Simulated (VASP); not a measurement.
# Lu3Au (Im-3m) in VASP: single point with PBE

Aim: the single point of Lu3Au with PBE.

Everything below comes from runs of VASP 6.6.1. Logs are shortened: lines on timing, memory, paths and dates and some standing lists are left out, and cuts for length are marked.

## 1. The cell of the first run

It takes space group Im-3m (No. 229, cubic). Conventional cell: a = 6.050 Å, b = 6.050 Å, c = 6.050 Å, α = 90.00°, β = 90.00°, γ = 90.00°. Within 4.0 Å of Lu (site symmetry 4/mmm) lie 4 Lu at 3.03 Å and 2 Au at 3.03 Å. Within 4.0 Å of Au (site symmetry m-3m) lie 6 Lu at 3.03 Å.

## 2. Single point, PBE

File INCAR:

```
PREC = Accurate
ENCUT = 520
EDIFF = 1E-6
ISMEAR = 0
SIGMA = 0.1
LREAL = False
LASPH = True
NELM = 100
ALGO = Normal
ISIF = 2
LWAVE = False
LCHARG = False
GGA = PE
NBANDS = 51
```

File KPOINTS:

```
regular mesh
0
Gamma
  12 12 12
```

File POSCAR:

```
Lu3Au
1.0
   -3.0252445272      3.0252445272      3.0252445272
    3.0252445272     -3.0252445272      3.0252445272
    3.0252445272      3.0252445272     -3.0252445272
Lu Au
3 1
Direct
    0.0000000000      0.5000000000      0.5000000000
    0.5000000000      0.0000000000      0.5000000000
    0.5000000000      0.5000000000      0.0000000000
    0.0000000000      0.0000000000      0.0000000000
```

Potentials or basis: VASP PAW PBE potentials, release 64 (Lu, Au).

The run is started by

```sh
cat potpaw_PBE.64/Lu/POTCAR potpaw_PBE.64/Au/POTCAR > POTCAR
mpirun -np 1 vasp_std > vasp.out
```

OUTCAR:

```text
PREC = Accurate
   ENCUT = 520
   EDIFF = 1E-6
   ISMEAR = 0
   LREAL = False
   LASPH = True
   NELM = 100
   ISIF = 2
   GGA = PE

 ion  position               nearest neighbor table
   1  0.000  0.500  0.500-   2 3.03   3 3.03   4 3.03   4 3.03   3 3.03   2 3.03
   2  0.500  0.000  0.500-   1 3.03   3 3.03   4 3.03   3 3.03   4 3.03   1 3.03
   3  0.500  0.500  0.000-   1 3.03   2 3.03   4 3.03   2 3.03   1 3.03   4 3.03
   4  0.000  0.000  0.000-   1 3.03   2 3.03   3 3.03   1 3.03   2 3.03   3 3.03

  LATTYP: Found a body centered cubic cell.
 ALAT       =     6.0504890544

  Lattice vectors:

 A1 = (  -3.0252445272,   3.0252445272,   3.0252445272)
 A2 = (   3.0252445272,  -3.0252445272,   3.0252445272)
 A3 = (   3.0252445272,   3.0252445272,  -3.0252445272)

Analysis of symmetry for initial positions (statically):
=====================================================================
 Subroutine PRICEL returns:
 Original cell was already a primitive cell.

 Routine SETGRP: Setting up the symmetry group for a
 body centered cubic supercell.

 Subroutine GETGRP returns: Found 48 space group operations
 (whereof 48 operations were pure point group operations)
 out of a pool of 48 trial point group operations.

The static configuration has the point symmetry O_h .

Analysis of symmetry for dynamics (positions and initial velocities):
=====================================================================
 Subroutine PRICEL returns:
 Original cell was already a primitive cell.

 Routine SETGRP: Setting up the symmetry group for a
 body centered cubic supercell.

 Subroutine GETGRP returns: Found 48 space group operations
 (whereof 48 operations were pure point group operations)
 out of a pool of 48 trial point group operations.

The dynamic configuration has the point symmetry O_h .

 Subroutine INISYM returns: Found 48 space group operations
 (whereof 48 operations are pure point group operations),
 and found     1 'primitive' translations

----------------------------------------------------------------------------------------

                                     Primitive cell

  volume of cell :     110.7494

  direct lattice vectors                    reciprocal lattice vectors
    -3.025244527  3.025244527  3.025244527     0.000000000  0.165275896  0.165275896
     3.025244527 -3.025244527  3.025244527     0.165275896  0.000000000  0.165275896
     3.025244527  3.025244527 -3.025244527     0.165275896  0.165275896  0.000000000

  length of vectors
     5.239877226  5.239877226  5.239877226     0.233735414  0.233735414  0.233735414

  position of ions in fractional coordinates (direct lattice)
     0.000000000  0.500000000  0.500000000
     0.500000000  0.000000000  0.500000000
     0.500000000  0.500000000  0.000000000
     0.000000000  0.000000000  0.000000000

  ion indices of the primitive-cell ions
   primitive index   ion index
                 1           1
                 2           2
                 3           3
                 4           4

----------------------------------------------------------------------------------------

 KPOINTS: regular mesh

Automatic generation of k-mesh.
 Grid dimensions read from file:
 generate k-points for:   12   12   12

 Generating k-lattice:

  Cartesian coordinates                     Fractional coordinates (reciprocal lattice)
     0.000000000  0.013772991  0.013772991     0.083333333  0.000000000  0.000000000
     0.013772991  0.000000000  0.013772991     0.000000000  0.083333333  0.000000000
     0.013772991  0.013772991  0.000000000     0.000000000  0.000000000  0.083333333

  Length of vectors
     0.019477951  0.019477951  0.019477951

  Shift w.r.t. Gamma in fractional coordinates (k-lattice)
     0.000000000  0.000000000  0.000000000

 Subroutine IBZKPT returns following result:
 ===========================================

 Found     72 irreducible k-points:

 Following reciprocal coordinates:
            Coordinates               Weight
  0.000000  0.000000  0.000000      1.000000
  0.083333  0.000000  0.000000     12.000000
  0.166667  0.000000  0.000000     12.000000
  0.250000  0.000000  0.000000     12.000000
  0.333333  0.000000  0.000000     12.000000
  0.416667  0.000000  0.000000     12.000000
[... 16 lines left out ...]
  0.333333  0.083333  0.083333     24.000000
  0.416667  0.083333  0.083333     12.000000
 [... further k-points ...]
   k-points           NKPTS =     72   k-points in BZ     NKDIM =     72   number of bands    NBANDS=     51
   number of dos      NEDOS =    301   number of ions     NIONS =      4
   total plane-waves  NPLWV =  64000
   dimension x,y,z NGX =    40 NGY =   40 NGZ =   40
   dimension x,y,z NGXF=    80 NGYF=   80 NGZF=   80
   ions per type =               3   1
   NGX,Y,Z   is equivalent  to a cutoff of  12.69, 12.69, 12.69 a.u.
   NGXF,Y,Z  is equivalent  to a cutoff of  25.38, 25.38, 25.38 a.u.
 SYSTEM =  unknown system
   PREC   = accura    normal or accurate (medium, high low for compatibility)
   ISTART =      0    job   : 0-new  1-cont  2-samecut
   ICHARG =      2    charge: 1-file 2-atom 10-const
   ISPIN  =      1    spin polarized calculation?
   LNONCOLLINEAR =      F non collinear calculations
   LSORBIT =      F    spin-orbit coupling
   LASPH  =      T    aspherical Exc in radial PAW
   ENCUT  =  520.0 eV  38.22 Ry    6.18 a.u.   9.74  9.74  9.74*2*pi/ulx,y,z
   NELM   =    100;   NELMIN=  2; NELMDL= -5     # of ELM steps
   EDIFF  = 0.1E-05   stopping-criterion for ELM
   LREAL  =      F    real-space projection
   EDIFFG = 0.1E-04   stopping-criterion for IOM
   NSW    =      0    number of steps for IOM
   IBRION =     -1    ionic relax: 0-MD 1-quasi-New 2-CG
   NFREE  =      0    steps in history (QN), initial steepest desc. (CG)
   ISIF   =      2    stress and relaxation
   ISYM   =      2    0-nonsym 1-usesym 2-fastsym
   POTIM  = 0.5000    time-step for ionic-motion
   TEBEG  =    0.0;   TEEND  =   0.0 temperature during run
   PSTRESS=    0.0 pullay stress
   NELECT =      86.0000    total number of electrons
   NUPDOWN=      -1.0000    fix difference up-down
   EMIN   =  10.00;   EMAX   =-10.00  energy-range for DOS
   EFERMI =   0.00;   METHOD = LEGACY
   ISMEAR =     0;   SIGMA  =   0.10  broadening in eV -4-tet -1-fermi 0-gaus
   EFERMI_NEDOS =   21; number of points for ismear=-14 and -15
   IALGO  =     38    algorithm
   IMIX   =      4    mixing-type and parameters
     AMIX     =   0.40;   BMIX     =  1.00
     AMIX_MAG =   1.60;   BMIX_MAG =  1.00
  volume/ion in A,a.u.               =      27.69       186.84
  Fermi-wavevector in a.u.,A,eV,Ry     =   1.504737  2.843540 30.806752  2.264232
  Thomas-Fermi vector in A             =   2.615677
   LORBIT       =      0    0 simple, 1 ext, 2 COOP (PROOUT), +10 PAW based schemes
   GGA     = PE    functional components
   LHFCALC =     F    Hartree Fock is set to
   AEXX    =    0.0000 exact exchange contribution
   IVDW    =     0    specifies the selected vdW correction
   LEPSILON=     F    determine dielectric tensor
   LRPA    =     F    only Hartree local field effects (RPA)
 non-spin polarized calculation
 Gauss-broadening in eV      SIGMA  =   0.10
  energy-cutoff  :      520.00
  volume of cell :      110.75
 maximum number of plane-waves:      3043
   NGX = 19   NGY = 19   NGZ = 19

 number of electron      85.9999947 magnetization

 Free energy of the ion-electron system (eV)
  ---------------------------------------------------
  ext. energy  EPLUGINS =         0.00000000
  ---------------------------------------------------
  free energy    TOTEN  =       -15.54319225 eV

  energy without entropy =      -15.51917290  energy(sigma->0) =      -15.53118258

 E-fermi :   2.9760     XC(G=0): -10.6403

 val. band max:        2.9631057898   @ k =   0.1667   0.1667   0.0833
 cond. band min:       2.9851838427   @ k =   0.3333   0.0000   0.0000
 fundamental gap:      0.0220780529
 Fermi energy:         2.9760376709

 k-point     1 :       0.0000    0.0000    0.0000
  band No.  band energies     occupation
      1     -53.5329      2.00000
      2     -53.4509      2.00000
      3     -53.4509      2.00000
      4     -24.6309      2.00000
      5     -24.6309      2.00000
      6     -24.6309      2.00000
[... 43 lines left out ...]
     50       7.3114      0.00000
     51       7.3119      0.00000

 k-point     2 :       0.0833    0.0000    0.0000
  band No.  band energies     occupation
      1     -53.5317      2.00000
      2     -53.4522      2.00000
      3     -53.4510      2.00000
      4     -24.6311      2.00000
      5     -24.6178      2.00000
      6     -24.6169      2.00000
[... 43 lines left out ...]
     50       6.9235      0.00000
     51       7.0787      0.00000

 k-point     3 :       0.1667    0.0000    0.0000
  band No.  band energies     occupation
      1     -53.5280      2.00000
      2     -53.4558      2.00000
      3     -53.4510      2.00000
      4     -24.6317      2.00000
      5     -24.5793      2.00000
      6     -24.5761      2.00000
[... 43 lines left out ...]
     50       6.4591      0.00000
     51       6.6149      0.00000
[... 1027 lines left out ...]
 k-point    23 :       0.3333    0.0833    0.0833
  band No.  band energies     occupation
      1     -53.5054      2.00000
      2     -53.4747      2.00000
      3     -53.4549      2.00000
      4     -24.5804      2.00000
      5     -24.3391      2.00000
      6     -24.3258      2.00000
[... 43 lines left out ...]
     50       5.3842      0.00000
     51       6.1484      0.00000

 k-point    24 :       0.4167    0.0833    0.0833
  band No.  band energies     occupation
      1     -53.5017      2.00000
      2     -53.4784      2.00000
      3     -53.4549      2.00000
      4     -24.5806      2.00000
      5     -24.2460      2.00000
      6     -24.2228      2.00000
[... 43 lines left out ...]
     50       5.2736      0.00000
     51       6.0963      0.00000

 [... further k-points ...]
[... 5 lines left out ...]
  --------------------------------------------------------------------------------------
  -------------------------------------------------------------------------------------
  Total        0.1058640      0.1058640      0.1058640     -0.0000000     -0.0000000      0.0000000
  in kB        1.5315013      1.5315013      1.5315013     -0.0000000     -0.0000000      0.0000000
  external PRESSURE =       1.5315013 kB  Pullay stress =       0.0000000 kB

 VOLUME and BASIS-vectors are now :
 -----------------------------------------------------------------------------
  energy-cutoff  :      520.00
  volume of cell :      110.75
      direct lattice vectors                 reciprocal lattice vectors
    -3.025244527  3.025244527  3.025244527     0.000000000  0.165275896  0.165275896
     3.025244527 -3.025244527  3.025244527     0.165275896  0.000000000  0.165275896
     3.025244527  3.025244527 -3.025244527     0.165275896  0.165275896  0.000000000

 POSITION                                       TOTAL-FORCE (eV/Angst)
 -----------------------------------------------------------------------------------
      3.02524      0.00000      0.00000        -0.000000     -0.000000      0.000000
      0.00000      3.02524      0.00000         0.000000      0.000000     -0.000000
      0.00000      0.00000      3.02524        -0.000000      0.000000      0.000000
      0.00000      0.00000      0.00000         0.000000     -0.000000      0.000000
 -----------------------------------------------------------------------------------
    total drift:                               -0.000000     -0.000000      0.000000

  FREE ENERGIE OF THE ION-ELECTRON SYSTEM (eV)
  ---------------------------------------------------
  free  energy   TOTEN  =       -15.5431922538 eV

  energy  without entropy=      -15.5191729001  energy(sigma->0) =      -15.53118258
```

It took 3.6 min on 1 thread of Intel Xeon 6975P-C (Granite Rapids), shared host; peak memory 0.48 GiB.

What came out:

```
Free energy            : -15.5432 eV
Pressure               : 0.2 GPa
Band gap on the k mesh : zero (band 43 reaches 4.43 eV, above the bottom of band 44 at 2.54 eV)
```

Levels at points of the mesh, in eV from the Fermi level:
| k point | band 40 | band 41 | band 42 | band 43 | band 44 | band 45 | band 46 | band 47 |
| --- | --- | --- | --- | --- | --- | --- | --- | --- |
| (0.00, 0.00, 0.00) | -1.31 | -0.46 | -0.46 | -0.44 | -0.44 | -0.44 | 2.95 | 2.95 |
| (0.50, 0.00, 0.00) | -3.53 | -1.25 | -0.06 | -0.02 | 0.32 | 1.04 | 1.14 | 1.14 |
| (0.50, 0.50, 0.50) | -2.05 | -2.05 | -0.39 | -0.39 | -0.39 | 0.14 | 0.58 | 0.58 |

Caveat: spin-orbit coupling is left out, which moves the levels of the heavy elements.
